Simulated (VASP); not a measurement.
# Ag (Fm-3m) in VASP: notebook

Runs on Ag. Level: r2SCAN. Tasks: relaxation of cell and atoms.

Everything below comes from runs of VASP 6.6.1. Logs are shortened: lines on timing, memory, paths and dates and some standing lists are left out, and cuts for length are marked.

## Step 1: The cell of the first run

It takes space group Fm-3m (No. 225, cubic). Conventional cell: a = 4.085 Å, b = 4.085 Å, c = 4.085 Å, α = 90.00°, β = 90.00°, γ = 90.00°. Within 3.8 Å of Ag (site symmetry m-3m) lie 12 Ag at 2.89 Å.

## Step 2: Relaxation of cell and atoms, r2SCAN

Contents of POSCAR:

```
Ag
1.0
    0.0000000000      2.0427500000      2.0427500000
    2.0427500000      0.0000000000      2.0427500000
    2.0427500000      2.0427500000      0.0000000000
Ag
1
Direct
    0.0000000000      0.0000000000      0.0000000000
```

Contents of INCAR.step1:

```
PREC     = Accurate       # precision mode
ENCUT    = 600            # plane-wave cutoff, eV
ISMEAR   = -1             # smearing method
SIGMA    = 0.08           # smearing width, eV
LREAL    = False          # projectors in reciprocal space
LASPH    = True           # aspherical terms in the spheres
NELM     = 60             # most SCF steps
GGA      = PE             # functional
ALGO     = Normal         # electronic algorithm
EDIFF    = 1E-4           # SCF threshold, eV
LWAVE    = True           # write WAVECAR
LCHARG   = False          # write CHGCAR
```

Contents of INCAR.step2:

```
PREC     = Accurate       # precision mode
ENCUT    = 600            # plane-wave cutoff, eV
EDIFF    = 1E-6           # SCF threshold, eV
ISMEAR   = -1             # smearing method
SIGMA    = 0.08           # smearing width, eV
LREAL    = False          # projectors in reciprocal space
LASPH    = True           # aspherical terms in the spheres
NELM     = 60             # most SCF steps
ALGO     = Normal         # electronic algorithm
ISIF     = 3              # what is computed and relaxed
LWAVE    = False          # write WAVECAR
LCHARG   = False          # write CHGCAR
METAGGA  = R2SCAN         # meta-GGA
LMIXTAU  = True         
IBRION   = 2              # ionic algorithm
NSW      = 100            # ionic steps
EDIFFG   = -0.002         # ionic threshold
ISTART   = 1
```

Contents of KPOINTS:

```
Automatic mesh
0
Gamma
  24 24 24
```

Potentials or basis: VASP PAW PBE potentials, release 64 (Ag).

Run with:

```bash
$ cat potpaw_PBE.64/Ag/POTCAR > POTCAR
$ cp INCAR.step1 INCAR
$ mpirun -np 1 vasp_std > vasp.out
$ cp INCAR.step2 INCAR
$ mpirun -np 1 vasp_std > vasp.out
```

OUTCAR:

```text
PREC = Accurate
   ENCUT = 600
   EDIFF = 1E-6
   ISMEAR = -1
   LREAL = False
   LASPH = True
   NELM = 60
   ISIF = 3
   METAGGA = R2SCAN
   IBRION = 2
   NSW = 100
   EDIFFG = -0.002
   ISTART = 1

 ion  position               nearest neighbor table
   1  0.000  0.000  0.000-

  LATTYP: Found a face centered cubic cell.
 ALAT       =     4.0855000000

  Lattice vectors:

 A1 = (   0.0000000000,   2.0427500000,   2.0427500000)
 A2 = (   2.0427500000,   0.0000000000,   2.0427500000)
 A3 = (   2.0427500000,   2.0427500000,   0.0000000000)

Analysis of symmetry for initial positions (statically):
=====================================================================
 Subroutine PRICEL returns:
 Original cell was already a primitive cell.

 Routine SETGRP: Setting up the symmetry group for a
 face centered cubic supercell.

 Subroutine GETGRP returns: Found 48 space group operations
 (whereof 48 operations were pure point group operations)
 out of a pool of 48 trial point group operations.

The static configuration has the point symmetry O_h .

Analysis of symmetry for dynamics (positions and initial velocities):
=====================================================================
 Subroutine PRICEL returns:
 Original cell was already a primitive cell.

 Routine SETGRP: Setting up the symmetry group for a
 face centered cubic supercell.

 Subroutine GETGRP returns: Found 48 space group operations
 (whereof 48 operations were pure point group operations)
 out of a pool of 48 trial point group operations.

The dynamic configuration has the point symmetry O_h .

 Subroutine INISYM returns: Found 48 space group operations
 (whereof 48 operations are pure point group operations),
 and found     1 'primitive' translations

----------------------------------------------------------------------------------------

                                     Primitive cell

  volume of cell :      17.0481

  direct lattice vectors                    reciprocal lattice vectors
     0.000000000  2.042750000  2.042750000    -0.244768082  0.244768082  0.244768082
     2.042750000  0.000000000  2.042750000     0.244768082 -0.244768082  0.244768082
     2.042750000  2.042750000  0.000000000     0.244768082  0.244768082 -0.244768082

  length of vectors
     2.888884755  2.888884755  2.888884755     0.423950755  0.423950755  0.423950755

  position of ions in fractional coordinates (direct lattice)
     0.000000000  0.000000000  0.000000000

  ion indices of the primitive-cell ions
   primitive index   ion index
                 1           1

----------------------------------------------------------------------------------------

 KPOINTS: Automatic mesh

Automatic generation of k-mesh.
 Grid dimensions read from file:
 generate k-points for:   24   24   24

 Generating k-lattice:

  Cartesian coordinates                     Fractional coordinates (reciprocal lattice)
    -0.010198670  0.010198670  0.010198670     0.041666667  0.000000000  0.000000000
     0.010198670 -0.010198670  0.010198670     0.000000000  0.041666667  0.000000000
     0.010198670  0.010198670 -0.010198670     0.000000000  0.000000000  0.041666667

  Length of vectors
     0.017664615  0.017664615  0.017664615

  Shift w.r.t. Gamma in fractional coordinates (k-lattice)
     0.000000000  0.000000000  0.000000000

 Subroutine IBZKPT returns following result:
 ===========================================

 Found    413 irreducible k-points:

 Following reciprocal coordinates:
            Coordinates               Weight
  0.000000  0.000000  0.000000      1.000000
  0.041667  0.000000  0.000000      8.000000
  0.083333  0.000000  0.000000      8.000000
  0.125000  0.000000  0.000000      8.000000
  0.166667  0.000000  0.000000      8.000000
  0.208333  0.000000  0.000000      8.000000
[... 16 lines left out ...]
  0.416667  0.041667  0.000000     24.000000
  0.458333  0.041667  0.000000     24.000000
 [... further k-points ...]
   k-points           NKPTS =    413   k-points in BZ     NKDIM =    413   number of bands    NBANDS=      9
   number of dos      NEDOS =    301   number of ions     NIONS =      1
   total plane-waves  NPLWV =  13824
   dimension x,y,z NGX =    24 NGY =   24 NGZ =   24
   dimension x,y,z NGXF=    48 NGYF=   48 NGZF=   48
   ions per type =               1
   NGX,Y,Z   is equivalent  to a cutoff of  13.81, 13.81, 13.81 a.u.
   NGXF,Y,Z  is equivalent  to a cutoff of  27.62, 27.62, 27.62 a.u.
 SYSTEM =  unknown system
   PREC   = accura    normal or accurate (medium, high low for compatibility)
   ISTART =      1    job   : 0-new  1-cont  2-samecut
   ICHARG =      0    charge: 1-file 2-atom 10-const
   ISPIN  =      1    spin polarized calculation?
   LNONCOLLINEAR =      F non collinear calculations
   LSORBIT =      F    spin-orbit coupling
   LASPH  =      T    aspherical Exc in radial PAW
   ENCUT  =  600.0 eV  44.10 Ry    6.64 a.u.   5.77  5.77  5.77*2*pi/ulx,y,z
   NELM   =     60;   NELMIN=  2; NELMDL=  0     # of ELM steps
   EDIFF  = 0.1E-05   stopping-criterion for ELM
   LREAL  =      F    real-space projection
   EDIFFG = -.2E-02   stopping-criterion for IOM
   NSW    =    100    number of steps for IOM
   IBRION =      2    ionic relax: 0-MD 1-quasi-New 2-CG
   NFREE  =      1    steps in history (QN), initial steepest desc. (CG)
   ISIF   =      3    stress and relaxation
   ISYM   =      2    0-nonsym 1-usesym 2-fastsym
   POTIM  = 0.5000    time-step for ionic-motion
   TEBEG  =    0.0;   TEEND  =   0.0 temperature during run
   PSTRESS=    0.0 pullay stress
   NELECT =      11.0000    total number of electrons
   NUPDOWN=      -1.0000    fix difference up-down
   EMIN   =  10.00;   EMAX   =-10.00  energy-range for DOS
   EFERMI =   0.00;   METHOD = LEGACY
   ISMEAR =    -1;   SIGMA  =   0.08  broadening in eV -4-tet -1-fermi 0-gaus
   EFERMI_NEDOS =   21; number of points for ismear=-14 and -15
   IALGO  =     38    algorithm
   IMIX   =      4    mixing-type and parameters
     AMIX     =   0.40;   BMIX     =  1.00
     AMIX_MAG =   1.60;   BMIX_MAG =  1.00
  volume/ion in A,a.u.               =      17.05       115.05
  Fermi-wavevector in a.u.,A,eV,Ry     =   1.414644  2.673290 27.228221  2.001218
  Thomas-Fermi vector in A             =   2.536165
   LORBIT       =      0    0 simple, 1 ext, 2 COOP (PROOUT), +10 PAW based schemes
   METAGGA = R2SCAN    functional components
   LHFCALC =     F    Hartree Fock is set to
   AEXX    =    0.0000 exact exchange contribution
   IVDW    =     0    specifies the selected vdW correction
   LEPSILON=     F    determine dielectric tensor
   LRPA    =     F    only Hartree local field effects (RPA)
 conjugate gradient relaxation of ions
 non-spin polarized calculation
  energy-cutoff  :      600.00
  volume of cell :       17.05
 maximum number of plane-waves:       588
   NGX = 11   NGY = 11   NGZ = 11

--------------------------------------- Ionic step        1  -------------------------------------------

 number of electron      10.9999999 magnetization

 Free energy of the ion-electron system (eV)
  ---------------------------------------------------
  ext. energy  EPLUGINS =         0.00000000
  ---------------------------------------------------
  free energy    TOTEN  =       -21.35951183 eV

  energy without entropy =      -21.35513805  energy(sigma->0) =      -21.35732494

------------------------ aborting loop because EDIFF is reached ----------------------------------------

  FORCE on cell =-STRESS in cart. coord.  units (eV):
  Direction    XX          YY          ZZ          XY          YZ          ZX
  --------------------------------------------------------------------------------------
  -------------------------------------------------------------------------------------
  Total        0.1727786      0.1727786      0.1727786     -0.0000000     -0.0000000     -0.0000000
  in kB       16.2377160     16.2377160     16.2377160     -0.0000000     -0.0000000     -0.0000000
  external PRESSURE =      16.2377160 kB  Pullay stress =       0.0000000 kB
[... 195 lines left out ...]
  energy  without entropy=      -21.3563186076  energy(sigma->0) =      -21.35853710

--------------------------------------- Ionic step        7  -------------------------------------------

 number of electron      10.9999999 magnetization

 Free energy of the ion-electron system (eV)
  ---------------------------------------------------
  ext. energy  EPLUGINS =         0.00000000
  ---------------------------------------------------
  free energy    TOTEN  =       -21.36075505 eV

  energy without entropy =      -21.35631746  energy(sigma->0) =      -21.35853625

 E-fermi :   8.2823     XC(G=0): -12.8654

 val. band max:        8.2812706627   @ k =   0.5000   0.0833   0.0000
 cond. band min:       8.3060996242   @ k =   0.5000   0.1667   0.0417
 fundamental gap:      0.0248289615
 Fermi energy:         8.2823177305

 k-point     1 :       0.0000    0.0000    0.0000
  band No.  band energies     occupation
      1       0.3821      2.00000
      2       3.1421      2.00000
      3       3.1421      2.00000
      4       3.1421      2.00000
      5       4.1594      2.00000
      6       4.1594      2.00000
      7      24.8448      0.00000
      8      28.4816      0.00000
      9      28.4816      0.00000
[... 265 lines left out ...]
 k-point    24 :       0.4583    0.0417    0.0000
  band No.  band energies     occupation
      1       1.6448      2.00000
      2       3.1104      2.00000
      3       3.1620      2.00000
      4       4.7660      2.00000
      5       4.9384      2.00000
      6       7.4290      1.99995
      7      12.6866      0.00000
      8      24.1355      0.00000
      9      26.3644      0.00000

 [... further k-points ...]
[... 5 lines left out ...]
  --------------------------------------------------------------------------------------
  -------------------------------------------------------------------------------------
  Total       -0.0008181     -0.0008181     -0.0008181      0.0000000      0.0000000     -0.0000000
  in kB       -0.0757459     -0.0757459     -0.0757459      0.0000000      0.0000000     -0.0000000
  external PRESSURE =      -0.0757459 kB  Pullay stress =       0.0000000 kB
[... 16 lines left out ...]
  FREE ENERGIE OF THE ION-ELECTRON SYSTEM (eV)
  ---------------------------------------------------
  free  energy   TOTEN  =       -21.3607550453 eV

  energy  without entropy=      -21.3563174614  energy(sigma->0) =      -21.35853625

 reached required accuracy - stopping structural energy minimisation
```

It took 9.4 min on 1 thread of Intel Xeon Platinum 8375C at 2.90GHz (Ice Lake), shared host; peak memory 0.23 GiB.

What came out:

```yaml
Free_energy: -21.3608 eV
Relaxed_volume: 17.30 Å³/atom
Relaxed_cell: a = 2.903 Å, b = 2.903 Å, c = 2.903 Å, α = 60.00°, β = 60.00°, γ = 60.00°
Space_group_after_relaxing_to_0.1_Å: Fm-3m (No. 225)
Energy_gained_by_relaxing: 1.2 meV/atom
Ionic_steps: 7
Pressure_after_relaxing: 0.0 GPa
Band_gap_on_the_k_mesh: zero (an odd number of electrons rules out a gap without spin polarisation)
```

Step by step:
```tsv
step	energy change (eV)	largest force (eV/Å)	pressure (GPa)	volume (Å³)
1	0.0000	0.0000	1.62	17.05
2	-0.0007	0.0000	-1.02	17.48
3	-0.0012	0.0000	0.05	17.30
4	-0.0012	0.0000	-0.04	17.31
5	-0.0012	0.0000	0.04	17.30
6	-0.0012	0.0000	0.04	17.30
7	-0.0012	0.0000	-0.01	17.30
```

Final structure:
```yaml
crystal:
  lattice:
    - [0.00000, 2.05295, 2.05295]
    - [2.05295, 0.00000, 2.05295]
    - [2.05295, 2.05295, 0.00000]
  atoms:
    - { symbol: Ag, position: [0.00000, 0.00000, 0.00000] }
```

Caveat: the PAW data sets were made with another functional, which shifts forces and pressure a little. Zero-point motion and thermal expansion aren't in these numbers.

## Step 3: Relaxation of cell and atoms, r2SCAN, target pressure 1 GPa, at which the enthalpy is minimised

This run uses another cell than the first one, of 17.28 Å³/atom.

Contents of POSCAR:

```
Ag
1.0
    0.0000000000      2.0521673962      2.0521673962
    2.0521673962      0.0000000000      2.0521673962
    2.0521673962      2.0521673962      0.0000000000
Ag
1
Direct
    0.0000000000      0.0000000000      0.0000000000
```

Contents of INCAR.step1:

```
PREC = Accurate
ENCUT = 600
ISMEAR = -1
SIGMA = 0.08
LREAL = F
LASPH = T
NELM = 100
GGA = PE
ALGO = Normal
EDIFF = 1E-4
LWAVE = T
LCHARG = F
```

Contents of INCAR.step2:

```
PREC = Accurate
ENCUT = 600
EDIFF = 1E-6
ISMEAR = -1
SIGMA = 0.08
LREAL = F
LASPH = T
NELM = 100
ALGO = Normal
ISIF = 3
LWAVE = F
LCHARG = F
METAGGA = R2SCAN
LMIXTAU = T
IBRION = 2
NSW = 100
EDIFFG = -0.002
PSTRESS = 10.0
ISTART = 1
```

KPOINTS is that of step 2.

Potentials or basis: VASP PAW PBE potentials, release 64 (Ag).

Run with:

```bash
$ cat potpaw_PBE.64/Ag/POTCAR > POTCAR
$ cp INCAR.step1 INCAR
$ mpirun -np 1 vasp_std > vasp.out
$ cp INCAR.step2 INCAR
$ mpirun -np 1 vasp_std > vasp.out
```

Run time: 5.3 min. Hardware: 1 thread of Intel Xeon Platinum 8375C at 2.90GHz (Ice Lake), shared host; peak memory 0.22 GiB.

It converged, with:

- Free energy: -21.3604 eV
- Relaxed volume: 17.14 Å³/atom
- Relaxed cell: a = 2.894 Å, b = 2.894 Å, c = 2.894 Å, α = 60.00°, β = 60.00°, γ = 60.00°
- Space group after relaxing (to 0.1 Å): Fm-3m (No. 225)
- Energy change on relaxing (the run minimises the enthalpy): +0.5 meV/atom
- Ionic steps: 3
- Pressure after relaxing: 1.0 GPa
- Band gap on the k mesh: zero (an odd number of electrons rules out a gap without spin polarisation)

Step by step:
```tsv
step	energy change (eV)	largest force (eV/Å)	pressure (GPa)	volume (Å³)
1	0.0000	0.0000	0.12	17.28
2	0.0013	0.0000	1.67	17.05
3	0.0005	0.0000	1.01	17.14
```

Final structure:
```cif
data_structure
_symmetry_space_group_name_H-M 'P 1'
_symmetry_Int_Tables_number 1
_cell_length_a 2.8941
_cell_length_b 2.8941
_cell_length_c 2.8941
_cell_angle_alpha 60.000
_cell_angle_beta 60.000
_cell_angle_gamma 60.000
_cell_volume 17.14
loop_
_atom_site_label
_atom_site_type_symbol
_atom_site_fract_x
_atom_site_fract_y
_atom_site_fract_z
_atom_site_occupancy
Ag1 Ag 0.00000 0.00000 0.00000 1
```

Levels at points of the mesh, in eV from the Fermi level:
```tsv
k point	band 3	band 4	band 5	band 6	band 7	band 8	band 9
(0.00, 0.00, 0.00)	-5.17	-5.17	-4.14	-4.14	16.59	20.29	20.29
(0.50, 0.00, 0.00)	-5.20	-3.33	-3.33	-0.37	3.63	15.83	18.51
(0.50, 0.50, 0.00)	-3.37	-3.12	-3.12	1.68	6.88	11.06	11.06
```

Caveat: the cell is relaxed towards a set pressure, so the run minimises the enthalpy, not the energy; the PAW data sets were made with another functional, which shifts forces and pressure a little.

(Part 1 of 2 ends here.)
